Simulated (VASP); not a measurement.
A run of VASP 6.6.1:

The input INCAR:

```
SYSTEM = HfO2
  ALGO = Normal
  EDIFF = 1E-6
  ENCUT = 520
  GGA = RE
  ISIF = 2
  ISMEAR = -1
  IVDW = 12
  LASPH = .TRUE.
  LCHARG = .FALSE.
  LREAL = .FALSE.
  LWAVE = .FALSE.
  NBANDS = 31
  NELM = 100
  PREC = Accurate
  SIGMA = 0.05
```

The input KPOINTS:

```
k-points
0
G
  8 8 5
  0 0 0
```

File POSCAR:

```
HfO2
1.0
    3.5893036747      0.0000000000      0.0000000000
    0.0000000000      3.5893036747      0.0000000000
    0.0000000000      0.0000000000      5.2159780572
Hf O
2 4
Direct
    0.0000000000      0.0000000000      0.0000000000
    0.5000000000      0.5000000000      0.5000000000
    0.0000000000      0.5000000000      0.1973630865
    0.5000000000      0.0000000000      0.3026369135
    0.5000000000      0.0000000000      0.8026369135
    0.0000000000      0.5000000000      0.6973630865
```

Potentials or basis: VASP PAW PBE potentials, release 64 (Hf_pv, O).

The run is started by

```sh
$ cat potpaw_PBE.64/Hf_pv/POTCAR potpaw_PBE.64/O/POTCAR > POTCAR
$ mpirun -np 1 vasp_std > vasp.out
```

Hardware: 1 thread of Intel Xeon 8259CL (shared host).

Problem. How long does it take, and how much memory?

Solution. It took 2.8 min on 1 thread of Intel Xeon 8259CL, on a shared host, peak memory 0.24 GiB. Counts: scf iterations 15, k points 45.
